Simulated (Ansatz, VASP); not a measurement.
**Sb: VASP beside Ansatz**

INCAR

```
SYSTEM = Sb
PREC = Accurate
ENCUT = 500
EDIFF = 1E-6
ISMEAR = -1
SIGMA = 0.08
LREAL = .False.
LASPH = .True.
NELM = 120
ALGO = Normal
ISIF = 2
LWAVE = .False.
LCHARG = .False.
GGA = PE
NBANDS = 12
GGA_COMPAT = .False.
```

KPOINTS

```
Automatic mesh
0
Gamma
  10 10 10
  0 0 0
```

POSCAR

```
Sb
1.0
    0.0000000000      2.5744240577      2.5744240577
    2.5744240577      0.0000000000      2.5744240577
    2.5744240577      2.5744240577      0.0000000000
Sb
2
Direct
   -0.1250000000     -0.1250000000     -0.1250000000
    0.1250000000      0.1250000000      0.1250000000
```

Input for Ansatz:

```yaml
crystal:
  lattice:
    - [0.0, 2.5744240577, 2.5744240577]
    - [2.5744240577, 0.0, 2.5744240577]
    - [2.5744240577, 2.5744240577, 0.0]
  atoms:
    - { symbol: Sb, position: [-0.125, -0.125, -0.125] }
    - { symbol: Sb, position: [0.125, 0.125, 0.125] }
kpoints:
  mp_grid: { grid: [10, 10, 10] }
scf:
  occupations: { method: fermi_dirac, width: 0.08 }
hamiltonian:
  xc: pbe
  pseudopotentials: { kind: nc }
output:
  forces: true
  stress: true
  eigenvalues: true
```

Change from the starting cell: volume scaled by 0.4, norm-conserving files.

Alike in both runs: task single point; functional PBE; k mesh 10 × 10 × 10; occupations fermi-dirac, width 0.08 eV; no spin polarisation.

```csv
,VASP,Ansatz
version,VASP 6.6.1,Ansatz 0.2.0
potentials or method,"VASP PAW PBE potentials, release 64 (Sb)","norm-conserving pseudopotentials, scalar-relativistic"
plane-wave cutoff (eV),500,1088
valence electrons in the cell,10,30
```

|  | VASP | Ansatz | Ansatz less VASP |
| --- | --- | --- | --- |
| pressure (GPa) | 195.6 | 196.5 | +0.95 |

Both programs put the cell under a high pressure, so it lies far from rest at this level. VASP's potentials hold 10 valence electrons a cell and Ansatz's 30, so a difference there can come from the potentials and not from the codes.

Neither program's run includes spin-orbit coupling. Noted on VASP's run: the cell as given lies far from equilibrium.
